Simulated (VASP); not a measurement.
# I (P6/mmm) in VASP: a series of runs

I is run at these levels: PBE; tasks: relaxation of shape and atoms at fixed volume, relaxation of cell and atoms.

Program: VASP 6.6.1. These are calculated values, not measurements. Logs are shortened: lines on timing, memory, paths and dates and some standing lists are left out, and cuts for length are marked.

**1. The cell of the first run**

Symmetry: P6/mmm, No. 191, hexagonal system. The conventional cell has a = 3.726 Å, b = 3.726 Å, c = 2.400 Å, α = 90.00°, β = 90.00°, γ = 120.00°. I (site symmetry 6/mmm) has 2 I at 2.40 Å within 3.2 Å.

**2. Relaxation of shape and atoms at fixed volume, PBE**

Input file INCAR:

```
PREC     = Accurate       # precision mode
ENCUT    = 600            # plane-wave cutoff, eV
EDIFF    = 1E-6           # SCF threshold, eV
ISMEAR   = -1             # smearing method
SIGMA    = 0.08           # smearing width, eV
LREAL    = False          # projectors in reciprocal space
LASPH    = True           # aspherical terms in the spheres
NELM     = 100            # most SCF steps
ALGO     = Normal         # electronic algorithm
ISIF     = 4              # what is computed and relaxed
LWAVE    = False          # write WAVECAR
LCHARG   = False          # write CHGCAR
GGA      = PE             # functional
IBRION   = 2              # ionic algorithm
NSW      = 50             # ionic steps
EDIFFG   = -0.005         # ionic threshold
```

Input file KPOINTS:

```
regular mesh
0
Gamma
  12 12 12
```

Input file POSCAR:

```
I
1.0
    3.7258482116      0.0000000000      0.0000000000
   -1.8629241058      3.2266792019      0.0000000000
    0.0000000000      0.0000000000      2.4002947845
I
1
Direct
    0.0000000000      0.0000000000      0.0000000000
```

Potentials or basis: VASP PAW PBE potentials, release 64 (I).

Run with:

```console
$ cat potpaw_PBE.64/I/POTCAR > POTCAR
$ mpirun -np 1 vasp_std > vasp.out
```

OUTCAR:

```text
PREC = Accurate
   ENCUT = 600
   EDIFF = 1E-6
   ISMEAR = -1
   LREAL = False
   LASPH = True
   NELM = 100
   ISIF = 4
   GGA = PE
   IBRION = 2
   NSW = 50
   EDIFFG = -0.005

 ion  position               nearest neighbor table
   1  0.000  0.000  0.000-

  LATTYP: Found a hexagonal cell.
 ALAT       =     3.7258482116
 C/A-ratio  =     0.6442277431

  Lattice vectors:

 A1 = (   3.7258482116,   0.0000000000,   0.0000000000)
 A2 = (  -1.8629241058,   3.2266792019,   0.0000000000)
 A3 = (   0.0000000000,   0.0000000000,   2.4002947845)

Analysis of symmetry for initial positions (statically):
=====================================================================
 Subroutine PRICEL returns:
 Original cell was already a primitive cell.

 Routine SETGRP: Setting up the symmetry group for a
 hexagonal supercell.

 Subroutine GETGRP returns: Found 24 space group operations
 (whereof 24 operations were pure point group operations)
 out of a pool of 24 trial point group operations.

The static configuration has the point symmetry D_6h.

Analysis of symmetry for dynamics (positions and initial velocities):
=====================================================================
 Subroutine PRICEL returns:
 Original cell was already a primitive cell.

 Routine SETGRP: Setting up the symmetry group for a
 hexagonal supercell.

 Subroutine GETGRP returns: Found 24 space group operations
 (whereof 24 operations were pure point group operations)
 out of a pool of 24 trial point group operations.

The dynamic configuration has the point symmetry D_6h.

 Subroutine INISYM returns: Found 24 space group operations
 (whereof 24 operations are pure point group operations),
 and found     1 'primitive' translations

----------------------------------------------------------------------------------------

                                     Primitive cell

  volume of cell :      28.8566

  direct lattice vectors                    reciprocal lattice vectors
     3.725848212  0.000000000  0.000000000     0.268395260  0.154958076  0.000000000
    -1.862924106  3.226679202  0.000000000     0.000000000  0.309916151  0.000000000
     0.000000000  0.000000000  2.400294784     0.000000000  0.000000000  0.416615495

  length of vectors
     3.725848212  3.725848212  2.400294784     0.309916151  0.309916151  0.416615495

  position of ions in fractional coordinates (direct lattice)
     0.000000000  0.000000000  0.000000000

  ion indices of the primitive-cell ions
   primitive index   ion index
                 1           1

----------------------------------------------------------------------------------------

 KPOINTS: regular mesh

Automatic generation of k-mesh.
 Grid dimensions read from file:
 generate k-points for:   12   12   12

 Generating k-lattice:

  Cartesian coordinates                     Fractional coordinates (reciprocal lattice)
     0.022366272  0.012913173  0.000000000     0.083333333  0.000000000  0.000000000
     0.000000000  0.025826346  0.000000000     0.000000000  0.083333333  0.000000000
     0.000000000  0.000000000  0.034717958     0.000000000  0.000000000  0.083333333

  Length of vectors
     0.025826346  0.025826346  0.034717958

  Shift w.r.t. Gamma in fractional coordinates (k-lattice)
     0.000000000  0.000000000  0.000000000

 Subroutine IBZKPT returns following result:
 ===========================================

 Found    133 irreducible k-points:

 Following reciprocal coordinates:
            Coordinates               Weight
  0.000000  0.000000  0.000000      1.000000
  0.083333 -0.000000  0.000000      6.000000
  0.166667 -0.000000  0.000000      6.000000
  0.250000 -0.000000  0.000000      6.000000
  0.333333 -0.000000  0.000000      6.000000
  0.416667 -0.000000  0.000000      6.000000
[... 16 lines left out ...]
  0.250000 -0.000000  0.083333     12.000000
  0.333333 -0.000000  0.083333     12.000000
 [... further k-points ...]
   k-points           NKPTS =    133   k-points in BZ     NKDIM =    133   number of bands    NBANDS=      7
   number of dos      NEDOS =    301   number of ions     NIONS =      1
   total plane-waves  NPLWV =  18000
   dimension x,y,z NGX =    30 NGY =   30 NGZ =   20
   dimension x,y,z NGXF=    60 NGYF=   60 NGZF=   40
   ions per type =               1
   NGX,Y,Z   is equivalent  to a cutoff of  13.39, 13.39, 13.85 a.u.
   NGXF,Y,Z  is equivalent  to a cutoff of  26.77, 26.77, 27.70 a.u.
 SYSTEM =  unknown system
   PREC   = accura    normal or accurate (medium, high low for compatibility)
   ISTART =      0    job   : 0-new  1-cont  2-samecut
   ICHARG =      2    charge: 1-file 2-atom 10-const
   ISPIN  =      1    spin polarized calculation?
   LNONCOLLINEAR =      F non collinear calculations
   LSORBIT =      F    spin-orbit coupling
   LASPH  =      T    aspherical Exc in radial PAW
   ENCUT  =  600.0 eV  44.10 Ry    6.64 a.u.   7.44  7.44  4.79*2*pi/ulx,y,z
   NELM   =    100;   NELMIN=  2; NELMDL= -5     # of ELM steps
   EDIFF  = 0.1E-05   stopping-criterion for ELM
   LREAL  =      F    real-space projection
   EDIFFG = -.5E-02   stopping-criterion for IOM
   NSW    =     50    number of steps for IOM
   IBRION =      2    ionic relax: 0-MD 1-quasi-New 2-CG
   NFREE  =      1    steps in history (QN), initial steepest desc. (CG)
   ISIF   =      4    stress and relaxation
   ISYM   =      2    0-nonsym 1-usesym 2-fastsym
   POTIM  = 0.5000    time-step for ionic-motion
   TEBEG  =    0.0;   TEEND  =   0.0 temperature during run
   PSTRESS=    0.0 pullay stress
   NELECT =       7.0000    total number of electrons
   NUPDOWN=      -1.0000    fix difference up-down
   EMIN   =  10.00;   EMAX   =-10.00  energy-range for DOS
   EFERMI =   0.00;   METHOD = LEGACY
   ISMEAR =    -1;   SIGMA  =   0.08  broadening in eV -4-tet -1-fermi 0-gaus
   EFERMI_NEDOS =   21; number of points for ismear=-14 and -15
   IALGO  =     38    algorithm
   IMIX   =      4    mixing-type and parameters
     AMIX     =   0.40;   BMIX     =  1.00
     AMIX_MAG =   1.60;   BMIX_MAG =  1.00
  volume/ion in A,a.u.               =      28.86       194.73
  Fermi-wavevector in a.u.,A,eV,Ry     =   1.021000  1.929410 14.183266  1.042441
  Thomas-Fermi vector in A             =   2.154600
   LORBIT       =      0    0 simple, 1 ext, 2 COOP (PROOUT), +10 PAW based schemes
   GGA     = PE    functional components
   LHFCALC =     F    Hartree Fock is set to
   AEXX    =    0.0000 exact exchange contribution
   IVDW    =     0    specifies the selected vdW correction
   LEPSILON=     F    determine dielectric tensor
   LRPA    =     F    only Hartree local field effects (RPA)
 conjugate gradient relaxation of ions
 non-spin polarized calculation
  energy-cutoff  :      600.00
  volume of cell :       28.86
 maximum number of plane-waves:       982
 NGX is ok and might be reduce to    30
   NGX = 15   NGY = 15   NGZ =  9

--------------------------------------- Ionic step        1  -------------------------------------------

 number of electron       7.0000000 magnetization

 Free energy of the ion-electron system (eV)
  ---------------------------------------------------
  ext. energy  EPLUGINS =         0.00000000
  ---------------------------------------------------
  free energy    TOTEN  =         0.42816385 eV

  energy without entropy =        0.43466655  energy(sigma->0) =        0.43141520

------------------------ aborting loop because EDIFF is reached ----------------------------------------

  FORCE on cell =-STRESS in cart. coord.  units (eV):
  Direction    XX          YY          ZZ          XY          YZ          ZX
  --------------------------------------------------------------------------------------
  -------------------------------------------------------------------------------------
  Total        1.4416203      1.4416203     21.9829385      0.0000000      0.0000000      0.0000000
  in kB       80.0416355     80.0416355   1220.5365742      0.0000000      0.0000000      0.0000000
  external PRESSURE =     460.2066151 kB  Pullay stress =       0.0000000 kB
[... 86 lines left out ...]
  FREE ENERGIE OF THE ION-ELECTRON SYSTEM (eV)
  ---------------------------------------------------
  free  energy   TOTEN  =        -0.8254587852 eV

  energy  without entropy=       -0.8107090782  energy(sigma->0) =       -0.81808393

[... ionic steps 4 to 24 ...]

--------------------------------------- Ionic step       25  -------------------------------------------

 number of electron       6.9999999 magnetization

------------------------ aborting loop because EDIFF is reached ----------------------------------------

  FORCE on cell =-STRESS in cart. coord.  units (eV):
  Direction    XX          YY          ZZ          XY          YZ          ZX
  --------------------------------------------------------------------------------------
  -------------------------------------------------------------------------------------
  Total        2.9682133      2.9682133      3.0093013      0.0000000     -0.0000000     -0.0000000
  in kB      164.8011177    164.8011177    167.0824072      0.0000000     -0.0000000     -0.0000000
  external PRESSURE =     165.5615475 kB  Pullay stress =       0.0000000 kB
[... 55 lines left out ...]
  energy  without entropy=       -0.8740494834  energy(sigma->0) =       -0.88294537

--------------------------------------- Ionic step       27  -------------------------------------------

 number of electron       6.9999999 magnetization

 Free energy of the ion-electron system (eV)
  ---------------------------------------------------
  ext. energy  EPLUGINS =         0.00000000
  ---------------------------------------------------
  free energy    TOTEN  =        -0.89184333 eV

  energy without entropy =       -0.87403719  energy(sigma->0) =       -0.88294026

 E-fermi :   7.6835     XC(G=0):  -9.8790

 val. band max:        7.6697640858   @ k =   0.0833  -0.0000   0.1667
 cond. band min:       7.7135039842   @ k =   0.0833   0.0833   0.4167
 fundamental gap:      0.0437398984
 Fermi energy:         7.6835004553

 k-point     1 :       0.0000    0.0000    0.0000
  band No.  band energies     occupation
      1      -8.0112      2.00000
      2       7.4235      1.92537
      3       7.4235      1.92537
      4       9.6960      0.00000
      5      13.2600      0.00000
      6      15.7768      0.00000
      7      16.2401      0.00000
[... 221 lines left out ...]
 k-point    24 :       0.3333   -0.0000    0.0833
  band No.  band energies     occupation
      1      -6.7820      2.00000
      2       2.4660      2.00000
      3       6.1834      2.00000
      4       9.4611      0.00000
      5      12.5239      0.00000
      6      17.8754      0.00000
      7      19.0975      0.00000

 [... further k-points ...]
[... 5 lines left out ...]
  --------------------------------------------------------------------------------------
  -------------------------------------------------------------------------------------
  Total        2.9713833      2.9713833      2.9709296      0.0000000     -0.0000000     -0.0000000
  in kB      164.9771247    164.9771247    164.9519330      0.0000000     -0.0000000     -0.0000000
  external PRESSURE =     164.9687275 kB  Pullay stress =       0.0000000 kB
[... 16 lines left out ...]
  FREE ENERGIE OF THE ION-ELECTRON SYSTEM (eV)
  ---------------------------------------------------
  free  energy   TOTEN  =        -0.8918433262 eV

  energy  without entropy=       -0.8740371938  energy(sigma->0) =       -0.88294026

 reached required accuracy - stopping structural energy minimisation
```

Run time: 1.8 min. Hardware: 1 thread of Intel Xeon 6975P-C (Granite Rapids), shared host; peak memory 0.16 GiB.

Results:

| Quantity | Value |
| --- | --- |
| Free energy | -0.8918 eV |
| Energy gained by relaxing | 1320.0 meV/atom |
| Ionic steps | 27 |
| Pressure after relaxing | 16.5 GPa |

The path:
| step | energy change (eV) | largest force (eV/Å) | pressure (GPa) | volume (Å³) |
| --- | --- | --- | --- | --- |
| 1 | 0.0000 | 0.0000 | 46.02 | 28.86 |
| 2 | 0.3460 | 0.0000 | 47.67 | 28.86 |
| 3 | -1.2536 | 0.0000 | 14.68 | 28.86 |
| 4 | -1.2667 | 0.0000 | 14.76 | 28.86 |
| 5 | -1.2616 | 0.0000 | 20.01 | 28.86 |
| 6 | -1.3028 | 0.0000 | 15.42 | 28.86 |
| 7 | -1.3190 | 0.0000 | 16.86 | 28.86 |
| 8 | -1.3200 | 0.0000 | 16.45 | 28.86 |
| 9 | -1.3199 | 0.0000 | 16.60 | 28.86 |
| 10 | -1.3199 | 0.0000 | 16.60 | 28.86 |
| 11 | -1.3199 | 0.0000 | 16.60 | 28.86 |
| 12 | -1.3199 | 0.0000 | 16.60 | 28.86 |
| 13 | -1.3199 | 0.0000 | 16.60 | 28.86 |
| 14 | -1.3199 | 0.0000 | 16.60 | 28.86 |
| 15 | -1.3199 | 0.0000 | 16.60 | 28.86 |
| 16 | -1.3199 | 0.0000 | 16.60 | 28.86 |
| 17 | -1.3199 | 0.0000 | 16.60 | 28.86 |
| 18 | -1.3199 | 0.0000 | 16.60 | 28.86 |
| 19 | -1.3199 | 0.0000 | 16.60 | 28.86 |
| 20 | -1.3199 | 0.0000 | 16.60 | 28.86 |
| 21 | -1.3199 | 0.0000 | 16.59 | 28.86 |
| 22 | -1.3199 | 0.0000 | 16.59 | 28.86 |
| 23 | -1.3199 | 0.0000 | 16.58 | 28.86 |
| 24 | -1.3200 | 0.0000 | 16.57 | 28.86 |
| 25 | -1.3200 | 0.0000 | 16.56 | 28.86 |
| 26 | -1.3200 | 0.0000 | 16.51 | 28.86 |
| 27 | -1.3200 | 0.0000 | 16.50 | 28.86 |

Final structure:
```yaml
crystal:
  lattice:
    - [3.40253, 0.00000, 0.00000]
    - [-1.70127, 2.94668, 0.00000]
    - [0.00000, 0.00000, 2.87813]
  atoms:
    - { symbol: I, position: [0.00000, 0.00000, 0.00000] }
```

Caveat: spin-orbit coupling is left out, which moves the levels of the heavy elements; an odd number of electrons without spin polarisation forces a metal; a magnetic or distorted state may lie lower.

(Continued in part 2 of 2.)
